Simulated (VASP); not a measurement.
MnPt2: single point with PBE

MnPt2:

```
CELL_PARAMETERS angstrom
2.87733 0.00000 0.00000
-1.43867 2.49185 0.00000
0.00000 0.00000 6.57577
ATOMIC_POSITIONS crystal
Pt 0.66667 0.33333 0.31621
Pt 0.33333 0.66667 0.68379
Mn 0.00000 0.00000 0.00000
```

```yaml
Program: VASP 6.6.1
Task: single point
Functional: PBE
Potentials_or_basis: VASP PAW PBE potentials, release 64 (Pt, Mn_pv)
Cutoff: 520 eV
k_mesh: 11 × 11 × 4
Occupations: fermi-dirac, width 0.05 eV
Spin: collinear spin, ferromagnetic start
Starting_moments: "[0.0, 0.0, 4.0] μB"
Dipole_correction: no
Further_INCAR_settings: ALGO = Normal; EDIFF = 1e-06; NBANDS = 28
```

```
Pressure                                              : -4.0 GPa
Largest force                                         : 0.007 eV/Å
Net moment                                            : 4.62 μB per cell
Site moments                                          : Pt +0.31; Mn +3.81 μB
Valence electrons inside the program's atomic spheres : Pt 9.19; Mn 11.52
```

Forces in eV/Å, atoms in the order of the input:
```
Pt   0.000  0.000 -0.007
Pt   0.000  0.000  0.007
Mn   0.000  0.000  0.000
```

Stress tensor (GPa, compression positive):
```
-4.76  0.00  0.00
 0.00 -4.76  0.00
 0.00  0.00 -2.56
```

Levels at points of the mesh, in eV from the Fermi level:
Spin up:
```csv
k point,band 15,band 16,band 17,band 18,band 19,band 20,band 21,band 22,band 23,band 24
"(0.00, 0.00, 0.00)",-2.17,-1.60,-1.60,-1.06,-1.06,-0.85,-0.85,9.91,10.94,14.99
"(0.00, 0.00, 0.50)",-1.78,-1.78,-1.72,-1.72,-0.19,-0.19,0.29,5.88,14.30,14.82
```
Spin down:
```
           k point  band 11  band 12  band 13  band 14  band 15  band 16  band 17  band 18  band 19  band 20
(0.00, 0.00, 0.00)    -2.63    -2.32    -1.80    -1.80    -0.88    -0.88     0.78     1.36     1.36     2.19
(0.00, 0.00, 0.50)    -2.94    -1.52    -1.52    -1.36    -1.36     0.35     0.53     1.41     1.41     2.34
```

It took 98 s on 1 thread of AMD EPYC 9R45 (Zen 5), with other jobs on the host, peak memory 0.24 GiB.

Caveat: the cell stands under tension; spin-orbit coupling is left out, which moves the levels of the heavy elements.
